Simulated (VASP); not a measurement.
# Al2O3 (P-6m2) in VASP: dielectric tensor with PBEsol+D4

Aim: the dielectric tensor of Al2O3 with PBEsol+D4.

All numbers are computed with VASP 6.6.1; they aren't measurements. Logs are shortened: lines on timing, memory, paths and dates and some standing lists are left out, and cuts for length are marked.

### Step 1. The cell of the first run

It takes space group P-6m2 (No. 187, hexagonal). Conventional cell: a = 2.884 Å, b = 2.884 Å, c = 9.337 Å, α = 90.00°, β = 90.00°, γ = 120.00°. Al (site symmetry 3m) has 6 O at 1.80 to 2.18 Å within 2.4 Å. Within 2.4 Å of O (site symmetry 3m) lie 3 Al at 1.80 Å. Within 2.9 Å of O (site symmetry -6m2) lie 6 Al at 2.18 Å and 12 O at 2.66 to 2.88 Å.

### Step 2. Dielectric tensor, PBEsol+D4

INCAR reads:

```
PREC     = Accurate       # precision mode
ENCUT    = 520            # plane-wave cutoff, eV
EDIFF    = 1E-8           # SCF threshold, eV
ISMEAR   = 0              # smearing method
SIGMA    = 0.01           # smearing width, eV
LREAL    = F              # projectors in reciprocal space
LASPH    = T              # aspherical terms in the spheres
NELM     = 60             # most SCF steps
ALGO     = Normal         # electronic algorithm
ISIF     = 2              # what is computed and relaxed
LWAVE    = F              # write WAVECAR
LCHARG   = F              # write CHGCAR
GGA      = PS             # functional
IVDW     = 13             # dispersion correction
LEPSILON = T              # dielectric tensor by DFPT
```

KPOINTS reads:

```
Automatic mesh
0
Gamma
  6 6 2
```

POSCAR reads:

```
Al2O3
1.0
    2.8843250000      0.0000000000      0.0000000000
   -1.4421620000      2.4978990000      0.0000000000
    0.0000000000      0.0000000000      9.3367540000
Al O
2 3
Direct
    0.0000000000      0.0000000000      0.1499920000
    0.0000000000      0.0000000000      0.8500080000
    0.3333333333      0.6666666667      0.2223170000
    0.6666666667      0.3333333333      0.0000000000
    0.3333333333      0.6666666667      0.7776830000
```

Potentials or basis: VASP PAW PBE potentials, release 64 (Al, O).

Command:

```console
$ cat potpaw_PBE.64/Al/POTCAR potpaw_PBE.64/O/POTCAR > POTCAR
$ mpirun -np 1 vasp_std > vasp.out
```

OUTCAR:

```text
PREC = Accurate
   ENCUT = 520
   EDIFF = 1E-8
   ISMEAR = 0
   LREAL = F
   LASPH = T
   NELM = 60
   ISIF = 2
   GGA = PS
   IVDW = 13
   LEPSILON = T

 ion  position               nearest neighbor table
   1  0.000  0.000  0.150-   3 1.80   3 1.80   3 1.80   4 2.18   4 2.18   4 2.18   2 2.80
   2  0.000  0.000  0.850-   5 1.80   5 1.80   5 1.80   4 2.18   4 2.18   4 2.18   1 2.80
   3  0.333  0.667  0.222-   1 1.80   1 1.80   1 1.80
   4  0.667  0.333  0.000-   1 2.18   2 2.18   1 2.18   2 2.18   1 2.18   2 2.18
   5  0.333  0.667  0.778-   2 1.80   2 1.80   2 1.80

  LATTYP: Found a hexagonal cell.
 ALAT       =     2.8843250000
 C/A-ratio  =     3.2370672514

  Lattice vectors:

 A1 = (   2.8843250000,   0.0000000000,   0.0000000000)
 A2 = (  -1.4421620000,   2.4978990000,   0.0000000000)
 A3 = (   0.0000000000,   0.0000000000,   9.3367540000)

Analysis of symmetry for initial positions (statically):
=====================================================================
 Subroutine PRICEL returns:
 Original cell was already a primitive cell.

 Routine SETGRP: Setting up the symmetry group for a
 hexagonal supercell.

 Subroutine GETGRP returns: Found 12 space group operations
 (whereof 12 operations were pure point group operations)
 out of a pool of 24 trial point group operations.

The static configuration has the point symmetry D_3h.

Analysis of symmetry for dynamics (positions and initial velocities):
=====================================================================
 Subroutine PRICEL returns:
 Original cell was already a primitive cell.

 Routine SETGRP: Setting up the symmetry group for a
 hexagonal supercell.

 Subroutine GETGRP returns: Found 12 space group operations
 (whereof 12 operations were pure point group operations)
 out of a pool of 24 trial point group operations.

The dynamic configuration has the point symmetry D_3h.

 Subroutine INISYM returns: Found 12 space group operations
 (whereof 12 operations are pure point group operations),
 and found     1 'primitive' translations

----------------------------------------------------------------------------------------

                                     Primitive cell

  volume of cell :      67.2690

  direct lattice vectors                    reciprocal lattice vectors
     2.884325000  0.000000000  0.000000000     0.346701568  0.200168152  0.000000000
    -1.442162000  2.497899000  0.000000000     0.000000000  0.400336443  0.000000000
[... 421 lines left out ...]
    total drift:                                0.000024     -0.000014      0.000000

  FREE ENERGIE OF THE ION-ELECTRON SYSTEM (eV)
  ---------------------------------------------------
  free  energy   TOTEN  =       -38.6578909021 eV

  energy  without entropy=      -38.6578909021  energy(sigma->0) =      -38.65789090

 HEAD OF MICROSCOPIC STATIC DIELECTRIC TENSOR (INDEPENDENT PARTICLE, excluding Hartree and local field effects)
 ------------------------------------------------------
           2.803677     0.000001     0.000000
           0.000001     2.803677    -0.000000
           0.000000     0.000000     2.610789
 ------------------------------------------------------

 Free energy of the ion-electron system (eV)
  ---------------------------------------------------
  ---------------------------------------------------
  free energy    TOTEN  =        -0.34763883 eV

  energy without entropy =       -0.34763883

------------------------ aborting loop because EDIFF is reached ----------------------------------------

  DFT-D4 for vdW energy calculation

  Edisp (eV):   -0.52732
[... 7 lines left out ...]
  Edisp (eV):   -0.52732

--------------------------------------- Ionic step        3  -------------------------------------------

 Free energy of the ion-electron system (eV)
  ---------------------------------------------------
  ---------------------------------------------------
  free energy    TOTEN  =        -0.19163859 eV

  energy without entropy =       -0.19163859

------------------------ aborting loop because EDIFF is reached ----------------------------------------

  DFT-D4 for vdW energy calculation

  Edisp (eV):   -0.52732

 PIEZOELECTRIC TENSOR FIELD DIRECTION 3  (e Angst)
 -----------------------------------------------------------------------------
     0.00000  0.00000 -0.00000           (  0.00000  0.00000 -0.00000)
     0.00000  0.00000  0.00000           (  0.00000  0.00000  0.00000)
     0.00000  0.00000 -0.00000           ( -0.00000  0.00000  0.00000)

 PIEZOELECTRIC TENSOR FIELD DIRECTION 3  (C/m^2)
 -----------------------------------------------------------------------------
     0.00000  0.00000 -0.00000
     0.00000  0.00000  0.00000
     0.00000  0.00000 -0.00000

 MACROSCOPIC STATIC DIELECTRIC TENSOR (including local field effects in DFT)
 ------------------------------------------------------
           2.724544     0.000001     0.000000
           0.000001     2.724545     0.000000
           0.000000    -0.000000     1.946198
 ------------------------------------------------------

 PIEZOELECTRIC TENSOR (including local field effects)  for field in x, y, z        (e  Angst)
          XX          YY          ZZ          XY          YZ          ZX
  --------------------------------------------------------------------------------
  x    -0.00000     0.00000    -0.00000    -0.08733     0.00000     0.00000
  y    -0.08733     0.08733    -0.00000     0.00000     0.00000     0.00000
  z     0.00000     0.00000     0.00000     0.00000     0.00000    -0.00000

 PIEZOELECTRIC TENSOR (including local field effects)  for field in x, y, z        (C/m^2)
          XX          YY          ZZ          XY          YZ          ZX
  --------------------------------------------------------------------------------
  x    -0.00000     0.00000    -0.00000    -0.02080     0.00000     0.00000
  y    -0.02080     0.02080    -0.00000     0.00000     0.00000     0.00000
  z     0.00000     0.00000     0.00000     0.00000     0.00000    -0.00000

 BORN EFFECTIVE CHARGES (including local field effects) (in |e|, cummulative output)
 ---------------------------------------------------------------------------------
 ion    1
    1     3.02276     0.00000    -0.00000
    2     0.00000     3.02276     0.00000
    3     0.00000     0.00000     1.50617
 ion    2
    1     3.02276     0.00000     0.00000
    2     0.00000     3.02276    -0.00000
    3     0.00000    -0.00000     1.50617
 ion    3
    1    -1.90078    -0.00000     0.00000
    2    -0.00000    -1.90078     0.00000
    3     0.00000     0.00000    -0.90362
 ion    4
    1    -2.24396    -0.00000    -0.00000
    2    -0.00000    -2.24396     0.00000
    3     0.00000     0.00000    -1.20510
 ion    5
    1    -1.90078    -0.00000    -0.00000
    2    -0.00000    -1.90078    -0.00000
    3    -0.00000     0.00000    -0.90362
```

stdout:

```text
POSCAR found type information on POSCAR AlO
 POSCAR found :  2 types and       5 ions
 scaLAPACK will be used
 -----------------------------------------------------------------------------
|                                                                             |
|                                                                             |
|     You enforced a specific xc type in the INCAR file but a different       |
[... 28 lines left out ...]
  Direction:   1
 dielectric tensor                  component  1 :     2.725     0.000     0.000
 Linear response to external field, progress :
  Direction:   2
 dielectric tensor                  component  2 :    -0.258     2.725     0.000
 Linear response to external field, progress :
  Direction:   3
 dielectric tensor                  component  3 :     0.000     0.000     1.946
 Born effective charges drift removed
```

Run time: 4.4 min. Hardware: 1 thread of Intel Xeon 8259CL, shared host; peak memory 0.26 GiB.

Results:

```yaml
Band_gap_on_the_k_mesh: 4.74 eV (least direct gap 4.98 eV)
Electronic_dielectric_tensor_diagonal: 2.72, 2.72, 1.95
Born_charges_mean_of_the_diagonal: Al +2.52; O -1.57, -1.90 (each value once) e
Dispersion_energy_per_atom: -0.105 eV
```

Levels at points of the mesh, in eV from the valence-band top:
| k point | band 9 | band 10 | band 11 | band 12 | band 13 | band 14 | band 15 | band 16 |
| --- | --- | --- | --- | --- | --- | --- | --- | --- |
| (0.00, 0.00, 0.00) | -1.25 | -0.52 | -0.52 | -0.24 | 4.74 | 7.42 | 7.75 | 9.19 |
| (0.50, 0.00, 0.00) | -1.98 | -1.00 | -0.82 | -0.58 | 7.70 | 8.77 | 8.91 | 10.89 |
| (0.00, 0.00, 0.50) | -1.25 | -0.52 | -0.52 | -0.29 | 4.87 | 7.04 | 7.86 | 9.52 |
| (0.50, 0.00, 0.50) | -1.98 | -1.00 | -0.83 | -0.57 | 7.71 | 8.73 | 8.97 | 10.68 |

Electronic dielectric tensor:
```
2.72 0.00 0.00
0.00 2.72 0.00
0.00 0.00 1.95
```

Born effective charge tensors (e):
atom 1, Al
```
3.02 0.00 0.00
0.00 3.02 0.00
0.00 0.00 1.51
```
atom 2, Al
```
3.02 0.00 0.00
0.00 3.02 0.00
0.00 0.00 1.51
```
atom 3, O
```
-1.90  0.00  0.00
 0.00 -1.90  0.00
 0.00  0.00 -0.90
```
atom 4, O
```
-2.24  0.00  0.00
 0.00 -2.24  0.00
 0.00  0.00 -1.21
```
atom 5, O
```
-1.90  0.00  0.00
 0.00 -1.90  0.00
 0.00  0.00 -0.90
```

 A k mesh can miss the band edges.
